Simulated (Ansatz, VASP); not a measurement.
MgS5 in VASP and in Ansatz

The input INCAR:

```
PREC = Accurate
ENCUT = 600
EDIFF = 1E-7
ISMEAR = 0
SIGMA = 0.1
LREAL = F
LASPH = T
NELM = 80
ALGO = Normal
ISIF = 3
LWAVE = F
LCHARG = F
GGA = PE
IBRION = 2
NSW = 100
EDIFFG = -0.01
```

KPOINTS

```
regular mesh
0
Gamma
  6 6 12
```

The input POSCAR:

```
MgS5
1.0
    6.5225080652      0.0000000000      0.0000000000
   -3.2612540326      5.6486576808      0.0000000000
    0.0000000000      0.0000000000      3.2825565310
Mg S
1 5
Direct
    0.0000000000      0.0000000000      0.0000000000
    0.5000000000      0.0000000000      0.5000000000
    0.5000000000      0.5000000000      0.5000000000
    0.0000000000      0.5000000000      0.5000000000
    0.3333333333      0.6666666667      0.0000000000
    0.6666666667      0.3333333333      0.0000000000
```

Input for Ansatz:

```yaml
crystal:
  lattice:
    - [6.5225080652, 0.0, 0.0]
    - [-3.2612540326, 5.6486576808, 0.0]
    - [0.0, 0.0, 3.282556531]
  atoms:
    - { symbol: Mg, position: [0.0, 0.0, 0.0] }
    - { symbol: S, position: [0.5, 0.0, 0.5] }
    - { symbol: S, position: [0.5, 0.5, 0.5] }
    - { symbol: S, position: [0.0, 0.5, 0.5] }
    - { symbol: S, position: [0.3333333333, 0.6666666667, 0.0] }
    - { symbol: S, position: [0.6666666667, 0.3333333333, 0.0] }
basis:
  ecutwfc: 420
kpoints:
  mp_grid: { grid: [6, 6, 12] }
hamiltonian:
  xc: pbe
scf:
  occupations: { method: gaussian, width: 0.1 }
output:
  forces: true
  stress: true
  eigenvalues: true
relax:
  adjacent_minimum: "off"
  f_tol: 0.01
  max_steps: 80
  cell: { stress_tol: 0.05 }
```

Change from the starting cell: species swapped into the YCu5 type (P6/mmm, No. 191).

Alike in both runs: task relaxation of cell and atoms; functional PBE; k mesh 6 × 6 × 12; occupations gaussian, width 0.1 eV; no spin polarisation.

|  | VASP | Ansatz |
| --- | --- | --- |
| version | VASP 6.6.1 | Ansatz 0.2.0 |
| potentials or method | VASP PAW PBE potentials, release 64 (Mg, S), cutoff 600 eV | scalar-relativistic, plane waves, PAW |
| valence electrons in the cell | 32 | 40 |

|  | VASP | Ansatz | Ansatz less VASP |
| --- | --- | --- | --- |
| gap on the k mesh at the Fermi level, each at its own relaxed structure (eV) | none | none | - |
| relaxed volume (Å³/atom) | 20.43 | 20.47 | +0.039 |
| relaxed cell length with the largest relative difference (Å) | 3.247 | 3.250 | +0.0032 |

A gap of «none» marks a metal or a gap that the smearing closes. VASP's potentials hold 32 valence electrons a cell and Ansatz's 40, so a difference there can come from the potentials and not from the codes.
